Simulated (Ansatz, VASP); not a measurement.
## One calculation of Sn, two programs

The input INCAR:

```
SYSTEM = Sn
PREC = Accurate ; ENCUT = 520
EDIFF = 1E-7 ; ISMEAR = -1
SIGMA = 0.1 ; LREAL = .FALSE.
LASPH = .TRUE. ; NELM = 80
ALGO = Normal ; ISIF = 2
LWAVE = .FALSE. ; LCHARG = .FALSE.
GGA = RP ; NBANDS = 13
```

The input KPOINTS:

```
regular mesh
0
G
  11 11 11
  0 0 0
```

The input POSCAR:

```
Sn
1.0
    3.1953719940      0.0000000000      0.0000000000
    0.0000000000      3.1953719940      0.0000000000
    0.0000000000      0.0000000000      3.1953719940
Sn
1
Direct
    0.0000000000      0.0000000000      0.0000000000
```

Input for Ansatz:

```yaml
crystal:
  lattice:
    - [3.195371994, 0.0, 0.0]
    - [0.0, 3.195371994, 0.0]
    - [0.0, 0.0, 3.195371994]
  atoms:
    - { symbol: Sn, position: [0.0, 0.0, 0.0] }
hamiltonian:
  xc: rpbe
  pseudopotentials:
    kind: paw
    azcp:
      Sn: "pseudopotentials/Sn.paw.azcp"
basis:
  ecutwfc: 420
  fft_grid_basis: typed
kpoints:
  mp_grid: { grid: [11, 11, 11], shift: [0, 0, 0] }
magnetization:
  spin_polarized: false
scf:
  occupations: { method: fermi_dirac, width: 0.1 }
  lower_state_search: "off"
output:
  stress: true
```

Alike in both runs: task single point; functional RPBE; k mesh 11 × 11 × 11; occupations fermi-dirac, width 0.1 eV; no spin polarisation.

|  | VASP | Ansatz |
| --- | --- | --- |
| version | VASP 6.6.1 | Ansatz 0.2.0 |
| potentials or method | VASP PAW PBE potentials, release 64 (Sn_d), cutoff 520 eV | plane waves (420 eV) with PAW, scalar-relativistic |
| valence electrons in the cell | 14 | 14 |

```csv
,VASP,Ansatz,Ansatz less VASP
pressure (GPa),-2.4,-2.4,+0.03
```

VASP's potentials were made for PBE, not for RPBE.
